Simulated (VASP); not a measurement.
# WC (P-6m2) in VASP: single point with PBEsol

Aim: the single point of WC with PBEsol.

Program: VASP 6.6.1. These are calculated values, not measurements. Logs are shortened: lines on timing, memory, paths and dates and some standing lists are left out, and cuts for length are marked.

## 1. The cell of the first run

It takes space group P-6m2 (No. 187, hexagonal). Conventional cell: a = 2.907 Å, b = 2.907 Å, c = 2.837 Å, α = 90.00°, β = 90.00°, γ = 120.00°. Within 2.9 Å of W (site symmetry -6m2) lie 6 C at 2.20 Å and 2 W at 2.84 Å. Within 2.9 Å of C (site symmetry -6m2) lie 6 W at 2.20 Å and 2 C at 2.84 Å.

## 2. Single point, PBEsol

INCAR reads:

```
SYSTEM = WC
PREC = Accurate ; ENCUT = 600
EDIFF = 1E-6 ; ISMEAR = -1
SIGMA = 0.0272 ; LREAL = .False.
LASPH = .True. ; NELM = 120
ALGO = Normal ; ISIF = 2
LWAVE = .False. ; LCHARG = .False.
GGA = PS ; NBANDS = 16
GGA_COMPAT = .False.
```

KPOINTS reads:

```
Automatic mesh
0
Gamma
  10 10 10
  0 0 0
```

POSCAR reads:

```
WC
1.0
    2.9065000000      0.0000000000      0.0000000000
   -1.4532500000      2.5171028361      0.0000000000
    0.0000000000      0.0000000000      2.8366000000
W C
1 1
Direct
    0.0000000000      0.0000000000      0.0000000000
    0.6666666667      0.3333333333      0.5000000000
```

Potentials or basis: VASP PAW PBE potentials, release 64 (W_sv, C).

Started as:

```sh
$ cat potpaw_PBE.64/W_sv/POTCAR potpaw_PBE.64/C/POTCAR > POTCAR
$ mpirun -np 1 vasp_std > vasp.out
```

OUTCAR:

```text
SYSTEM = WC
   PREC = Accurate
   ENCUT = 600
   EDIFF = 1E-6
   ISMEAR = -1
   LREAL = .False.
   LASPH = .True.
   NELM = 120
   ISIF = 2
   GGA = PS

 ion  position               nearest neighbor table
   1  0.000  0.000  0.000-   2 2.20   2 2.20   2 2.20   2 2.20   2 2.20   2 2.20
   2  0.667  0.333  0.500-   1 2.20   1 2.20   1 2.20   1 2.20   1 2.20   1 2.20

  LATTYP: Found a hexagonal cell.
 ALAT       =     2.9065000000
 C/A-ratio  =     0.9759504559

  Lattice vectors:

 A1 = (   2.9065000000,   0.0000000000,   0.0000000000)
 A2 = (  -1.4532500000,   2.5171028361,   0.0000000000)
 A3 = (   0.0000000000,   0.0000000000,   2.8366000000)

Analysis of symmetry for initial positions (statically):
=====================================================================
 Subroutine PRICEL returns:
 Original cell was already a primitive cell.

 Routine SETGRP: Setting up the symmetry group for a
 hexagonal supercell.

 Subroutine GETGRP returns: Found 12 space group operations
 (whereof 12 operations were pure point group operations)
 out of a pool of 24 trial point group operations.

The static configuration has the point symmetry D_3h.

Analysis of symmetry for dynamics (positions and initial velocities):
=====================================================================
 Subroutine PRICEL returns:
 Original cell was already a primitive cell.

 Routine SETGRP: Setting up the symmetry group for a
 hexagonal supercell.

 Subroutine GETGRP returns: Found 12 space group operations
 (whereof 12 operations were pure point group operations)
 out of a pool of 24 trial point group operations.

The dynamic configuration has the point symmetry D_3h.

 Subroutine INISYM returns: Found 12 space group operations
 (whereof 12 operations are pure point group operations),
 and found     1 'primitive' translations

----------------------------------------------------------------------------------------

                                     Primitive cell

  volume of cell :      20.7525

  direct lattice vectors                    reciprocal lattice vectors
     2.906500000  0.000000000  0.000000000     0.344056425  0.198641070  0.000000000
    -1.453250000  2.517102836  0.000000000     0.000000000  0.397282139  0.000000000
     0.000000000  0.000000000  2.836600000     0.000000000  0.000000000  0.352534725

  length of vectors
     2.906500000  2.906500000  2.836600000     0.397282139  0.397282139  0.352534725

  position of ions in fractional coordinates (direct lattice)
     0.000000000  0.000000000  0.000000000
     0.666666667  0.333333333  0.500000000

  ion indices of the primitive-cell ions
   primitive index   ion index
                 1           1
                 2           2

----------------------------------------------------------------------------------------

 KPOINTS: Automatic mesh

Automatic generation of k-mesh.
 Grid dimensions read from file:
 generate k-points for:   10   10   10

 Generating k-lattice:

  Cartesian coordinates                     Fractional coordinates (reciprocal lattice)
     0.034405643  0.019864107  0.000000000     0.100000000  0.000000000  0.000000000
     0.000000000  0.039728214  0.000000000     0.000000000  0.100000000  0.000000000
     0.000000000  0.000000000  0.035253472     0.000000000  0.000000000  0.100000000

  Length of vectors
     0.039728214  0.039728214  0.035253472

  Shift w.r.t. Gamma in fractional coordinates (k-lattice)
     0.000000000  0.000000000  0.000000000

 Subroutine IBZKPT returns following result:
 ===========================================

 Found     84 irreducible k-points:

 Following reciprocal coordinates:
            Coordinates               Weight
  0.000000  0.000000  0.000000      1.000000
  0.100000 -0.000000  0.000000      6.000000
  0.200000 -0.000000  0.000000      6.000000
  0.300000  0.000000  0.000000      6.000000
  0.400000  0.000000  0.000000      6.000000
  0.500000 -0.000000  0.000000      3.000000
[... 16 lines left out ...]
  0.300000  0.100000  0.100000     24.000000
  0.400000  0.100000  0.100000     24.000000
 [... further k-points ...]
   k-points           NKPTS =     84   k-points in BZ     NKDIM =     84   number of bands    NBANDS=     16
   number of dos      NEDOS =    301   number of ions     NIONS =      2
   total plane-waves  NPLWV =  13824
   dimension x,y,z NGX =    24 NGY =   24 NGZ =   24
   dimension x,y,z NGXF=    48 NGYF=   48 NGZF=   48
   ions per type =               1   1
   NGX,Y,Z   is equivalent  to a cutoff of  13.73, 13.73, 14.07 a.u.
   NGXF,Y,Z  is equivalent  to a cutoff of  27.46, 27.46, 28.13 a.u.
 SYSTEM =  WC
   PREC   = accura    normal or accurate (medium, high low for compatibility)
   ISTART =      0    job   : 0-new  1-cont  2-samecut
   ICHARG =      2    charge: 1-file 2-atom 10-const
   ISPIN  =      1    spin polarized calculation?
   LNONCOLLINEAR =      F non collinear calculations
   LSORBIT =      F    spin-orbit coupling
   LASPH  =      T    aspherical Exc in radial PAW
   ENCUT  =  600.0 eV  44.10 Ry    6.64 a.u.   5.81  5.81  5.67*2*pi/ulx,y,z
   NELM   =    120;   NELMIN=  2; NELMDL= -5     # of ELM steps
   EDIFF  = 0.1E-05   stopping-criterion for ELM
   LREAL  =      F    real-space projection
   EDIFFG = 0.1E-04   stopping-criterion for IOM
   NSW    =      0    number of steps for IOM
   IBRION =     -1    ionic relax: 0-MD 1-quasi-New 2-CG
   NFREE  =      0    steps in history (QN), initial steepest desc. (CG)
   ISIF   =      2    stress and relaxation
   ISYM   =      2    0-nonsym 1-usesym 2-fastsym
   POTIM  = 0.5000    time-step for ionic-motion
   TEBEG  =    0.0;   TEEND  =   0.0 temperature during run
   PSTRESS=    0.0 pullay stress
   NELECT =      18.0000    total number of electrons
   NUPDOWN=      -1.0000    fix difference up-down
   EMIN   =  10.00;   EMAX   =-10.00  energy-range for DOS
   EFERMI =   0.00;   METHOD = LEGACY
   ISMEAR =    -1;   SIGMA  =   0.03  broadening in eV -4-tet -1-fermi 0-gaus
   EFERMI_NEDOS =   21; number of points for ismear=-14 and -15
   IALGO  =     38    algorithm
   IMIX   =      4    mixing-type and parameters
     AMIX     =   0.40;   BMIX     =  1.00
     AMIX_MAG =   1.60;   BMIX_MAG =  1.00
  volume/ion in A,a.u.               =      10.38        70.02
  Fermi-wavevector in a.u.,A,eV,Ry     =   1.561262  2.950358 33.164744  2.437540
  Thomas-Fermi vector in A             =   2.664353
   LORBIT       =      0    0 simple, 1 ext, 2 COOP (PROOUT), +10 PAW based schemes
   GGA     = PS    functional components
   LHFCALC =     F    Hartree Fock is set to
   AEXX    =    0.0000 exact exchange contribution
   IVDW    =     0    specifies the selected vdW correction
   LEPSILON=     F    determine dielectric tensor
   LRPA    =     F    only Hartree local field effects (RPA)
 non-spin polarized calculation
  energy-cutoff  :      600.00
  volume of cell :       20.75
 maximum number of plane-waves:       703
 NGX is ok and might be reduce to    24
   NGX = 11   NGY = 11   NGZ = 11

 number of electron      18.0000000 magnetization

 Free energy of the ion-electron system (eV)
  ---------------------------------------------------
  ext. energy  EPLUGINS =         0.00000000
  ---------------------------------------------------
  free energy    TOTEN  =       -23.90472594 eV

  energy without entropy =      -23.90419248  energy(sigma->0) =      -23.90445921

 E-fermi :  11.0076     XC(G=0): -13.9280

 val. band max:       10.9753840524   @ k =   0.4000   0.2000   0.0000
 cond. band min:      11.0267621920   @ k =   0.0000   0.0000   0.1000
 fundamental gap:      0.0513781396
 Fermi energy:        11.0075873341

 k-point     1 :       0.0000    0.0000    0.0000
  band No.  band energies     occupation
      1     -63.0047      2.00000
      2     -26.9947      2.00000
      3     -26.8859      2.00000
      4     -26.8859      2.00000
      5      -3.4977      2.00000
      6       6.6002      2.00000
[... 8 lines left out ...]
     15      25.2315      0.00000
     16      27.6328      0.00000

 k-point     2 :       0.1000   -0.0000    0.0000
  band No.  band energies     occupation
      1     -62.9991      2.00000
      2     -26.9841      2.00000
      3     -26.9684      2.00000
      4     -26.9046      2.00000
      5      -3.2355      2.00000
      6       6.6337      2.00000
[... 8 lines left out ...]
     15      24.7841      0.00000
     16      28.1810      0.00000

 k-point     3 :       0.2000   -0.0000    0.0000
  band No.  band energies     occupation
      1     -62.9845      2.00000
      2     -27.1797      2.00000
      3     -26.9562      2.00000
      4     -26.9532      2.00000
      5      -2.5140      2.00000
      6       5.9178      2.00000
[... 8 lines left out ...]
     15      24.6001      0.00000
     16      29.3336      0.00000

 k-point     4 :       0.3000    0.0000    0.0000
  band No.  band energies     occupation
      1     -62.9664      2.00000
      2     -27.4323      2.00000
      3     -27.0125      2.00000
      4     -26.9214      2.00000
      5      -1.5179      2.00000
      6       4.9326      2.00000
[... 8 lines left out ...]
     15      25.5326      0.00000
     16      28.2347      0.00000
[... 324 lines left out ...]
 k-point    22 :       0.2000    0.1000    0.1000
  band No.  band energies     occupation
      1     -62.9688      2.00000
      2     -27.3178      2.00000
      3     -27.0060      2.00000
      4     -27.0044      2.00000
      5      -1.6971      2.00000
      6       5.4437      2.00000
[... 8 lines left out ...]
     15      24.5868      0.00000
     16      28.5930      0.00000

 k-point    23 :       0.3000    0.1000    0.1000
  band No.  band energies     occupation
      1     -62.9524      2.00000
      2     -27.5264      2.00000
      3     -27.0740      2.00000
      4     -26.9715      2.00000
      5      -0.7448      2.00000
      6       4.5828      2.00000
[... 8 lines left out ...]
     15      25.2960      0.00000
     16      27.4993      0.00000

 k-point    24 :       0.4000    0.1000    0.1000
  band No.  band energies     occupation
      1     -62.9423      2.00000
      2     -27.6524      2.00000
      3     -27.1158      2.00000
      4     -26.9509      2.00000
      5      -0.0374      2.00000
      6       4.0251      2.00000
[... 8 lines left out ...]
     15      24.3368      0.00000
     16      28.3828      0.00000

 [... further k-points ...]
[... 5 lines left out ...]
  --------------------------------------------------------------------------------------
  -------------------------------------------------------------------------------------
  Total       -0.2676181     -0.2676181     -0.3932914      0.0000000      0.0000000      0.0000000
  in kB      -20.6612570    -20.6612570    -30.3637650      0.0000000      0.0000000      0.0000000
  external PRESSURE =     -23.8954264 kB  Pullay stress =       0.0000000 kB

 VOLUME and BASIS-vectors are now :
 -----------------------------------------------------------------------------
  energy-cutoff  :      600.00
  volume of cell :       20.75
      direct lattice vectors                 reciprocal lattice vectors
     2.906500000  0.000000000  0.000000000     0.344056425  0.198641070  0.000000000
    -1.453250000  2.517102836  0.000000000     0.000000000  0.397282139  0.000000000
     0.000000000  0.000000000  2.836600000     0.000000000  0.000000000  0.352534725

 POSITION                                       TOTAL-FORCE (eV/Angst)
 -----------------------------------------------------------------------------------
      0.00000      0.00000      0.00000        -0.000000      0.000000      0.000000
      1.45325      0.83903      1.41830         0.000000      0.000000      0.000000
 -----------------------------------------------------------------------------------
    total drift:                                0.000000     -0.000000      0.000000

  FREE ENERGIE OF THE ION-ELECTRON SYSTEM (eV)
  ---------------------------------------------------
  free  energy   TOTEN  =       -23.9047259450 eV

  energy  without entropy=      -23.9041924792  energy(sigma->0) =      -23.90445921
```

Wall time 26 s (1 thread of Intel Xeon Platinum 8259CL at 2.50GHz (Skylake/Cascade Lake), shared host); peak memory 0.16 GiB.

Results:

| Property | Result |
| --- | --- |
| Free energy | -23.9047 eV |
| Pressure | -2.4 GPa |
| Band gap on the k mesh | zero (band 9 reaches 11.55 eV, above the bottom of band 10 at 10.34 eV) |

Levels at points of the mesh, in eV from the Fermi level:
```tsv
k point	band 7	band 8	band 9	band 10	band 11	band 12
(0.00, 0.00, 0.00)	-3.41	-3.41	0.04	3.15	3.15	5.58
(0.50, 0.00, 0.00)	-3.69	-3.66	-0.52	2.25	4.46	4.83
(0.00, 0.00, 0.50)	-2.08	-2.08	-0.67	-0.67	3.61	4.45
(0.50, 0.00, 0.50)	-4.39	-4.26	0.22	4.37	5.24	6.59
```

Caveat: the PAW data sets were made with another functional, which shifts forces and pressure a little; spin-orbit coupling is left out, which moves the levels of the heavy elements.
